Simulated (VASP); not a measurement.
Input of a VASP 6.6.1 run:

INCAR

```
SYSTEM = Ti2O
PREC = Accurate
ENCUT = 520
EDIFF = 1E-6
ISMEAR = 0
SIGMA = 0.1
LREAL = .False.
LASPH = .True.
NELM = 80
ALGO = Normal
ISIF = 2
LWAVE = .False.
LCHARG = .False.
GGA = PS
NBANDS = 22
```

File KPOINTS:

```
Automatic mesh
0
Gamma
  24 24 12
  0 0 0
```

The input POSCAR:

```
Ti2O
1.0
    2.9529519781      0.0000000000      0.0000000000
   -1.4764759890      2.5573314292      0.0000000000
    0.0000000000      0.0000000000      4.7237336599
Ti O
2 1
Direct
    0.6666666667      0.3333333333      0.2626749712
    0.3333333333      0.6666666667      0.7373250288
    0.0000000000      0.0000000000      0.0000000000
```

Potentials or basis: VASP PAW PBE potentials, release 64 (Ti_sv, O).

Launch:

```sh
$ cat potpaw_PBE.64/Ti_sv/POTCAR potpaw_PBE.64/O/POTCAR > POTCAR
$ mpirun -np 1 vasp_std > vasp.out
```

Problem. Estimate the largest force.

Solution. 0.055 eV/Å.

Problem. Predict the band gap on the k mesh.

Solution. Zero (band 15 reaches 10.45 eV, above the bottom of band 16 at 9.69 eV).

Problem. Predict the pressure.

Solution. 0.4 GPa.

Forces on the atoms (eV/Å):
```
Ti   0.000  0.000  0.055
Ti   0.000  0.000 -0.055
O    0.000  0.000  0.000
```

Caveat: the PAW data sets were made with another functional, which shifts forces and pressure a little.
